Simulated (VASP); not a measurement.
A run of VASP 6.6.1 is set up as follows.

The input INCAR:

```
SYSTEM = Sc3AlP
PREC = Accurate
ENCUT = 600
EDIFF = 1E-7
ISMEAR = 0
SIGMA = 0.1
LREAL = .False.
LASPH = .True.
NELM = 100
ALGO = Normal
ISIF = 3
LWAVE = .False.
LCHARG = .False.
GGA = PE
IBRION = 2
NSW = 90
EDIFFG = -0.04
```

The input KPOINTS:

```
regular mesh
0
Gamma
  4 4 4
  0 0 0
```

Contents of POSCAR:

```
Sc3AlP
1.0
    4.4124069500      0.0000000000      0.0000000000
    0.0000000000      4.4124069500      0.0000000000
    0.0000000000      0.0000000000      4.4124069500
Sc Al P
3 1 1
Direct
    0.5000000000      0.5000000000      0.0000000000
    0.0000000000      0.5000000000      0.5000000000
    0.5000000000      0.0000000000      0.5000000000
    0.5000000000      0.5000000000      0.5000000000
    0.0000000000      0.0000000000      0.0000000000
```

Potentials or basis: VASP PAW PBE potentials, release 64 (Sc_sv, Al, P).

Launch:

```bash
$ cat potpaw_PBE.64/Sc_sv/POTCAR potpaw_PBE.64/Al/POTCAR potpaw_PBE.64/P/POTCAR > POTCAR
$ mpirun -np 1 vasp_std > vasp.out
```

What does it give for the relaxed cell?

a = 5.008 Å, b = 5.008 Å, c = 5.008 Å, α = 90.00°, β = 90.00°, γ = 90.00°.

Predict the relaxed volume.

25.11 Å³/atom.

Step by step:
```tsv
step	energy change (eV)	largest force (eV/Å)	pressure (GPa)	volume (Å³)
1	0.0000	0.0000	34.72	85.91
2	-3.0375	0.0000	-4.68	141.01
3	-3.2870	0.0000	0.27	124.70
4	-3.2875	0.0000	-0.08	125.57
```

Caveat: the volume moved by over 15 % at a fixed basis, so the end points are rough.
